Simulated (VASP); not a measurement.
Set up this calculation in VASP 6.6.1, as the native input.

| Quantity | Value |
| --- | --- |
| Task | single point |
| Functional | PBEsol |
| Potentials or basis | VASP PAW PBE potentials, release 64 (Si, Ge_d) |
| Cutoff | 520 eV |
| k mesh | 6 × 6 × 6 |
| Occupations | gaussian, width 0.03 eV |
| Spin | no spin polarisation |
| Dipole correction | no |
| Further INCAR settings | ALGO = Normal; EDIFF = 1e-06; NBANDS = 31 |

The structure of Si7Ge lies in POSCAR:

```
Si7Ge
1.0
    5.4591768144      0.0000000000      0.0000000000
    0.0000000000      5.4591768144      0.0000000000
    0.0000000000      0.0000000000      5.4591768144
Si Ge
7 1
Direct
    0.2525976817      0.2525976817      0.2594668492
    0.0000000000      0.5000000000      0.5068691675
    0.5000000000      0.5000000000      0.0068691675
    0.5000000000      0.0000000000      0.5068691675
    0.7474023183      0.2525976817      0.7542714858
    0.7474023183      0.7474023183      0.2594668492
    0.2525976817      0.7474023183      0.7542714858
    0.0000000000      0.0000000000      0.0000000000
```

This cell differs from its parent crystal: all Si atoms moved +0.037 Å, as atom 1 along Cartesian [0 0 1].

One way to write it, as run:

INCAR

```
ALGO = Normal ; EDIFF = 1E-6
ENCUT = 520 ; GGA = PS
ISIF = 2 ; ISMEAR = 0
LASPH = True ; LCHARG = False
LREAL = False ; LWAVE = False
NBANDS = 31 ; NELM = 80
PREC = Accurate ; SIGMA = 0.03
```

KPOINTS

```
k-points
0
Gamma
  6 6 6
```

Potentials or basis: VASP PAW PBE potentials, release 64 (Si, Ge_d).

Run with:

```console
$ cat potpaw_PBE.64/Si/POTCAR potpaw_PBE.64/Ge_d/POTCAR > POTCAR
$ mpirun -np 1 vasp_std > vasp.out
```

It gave:

```json
{
  "Pressure": "0.1 GPa",
  "Largest force": "0.469 eV/Å",
  "Band gap on the k mesh": "0.23 eV"
}
```

Caveat: the cell differs from its parent crystal (all Si atoms moved +0.037 Å, as atom 1 along Cartesian [0 0 1]); the PAW data sets were made with another functional, which shifts forces and pressure a little.

Wall time 2.1 min on 1 thread of AMD EPYC 9R14 (Zen 4) (shared host), peak memory 0.35 GiB.
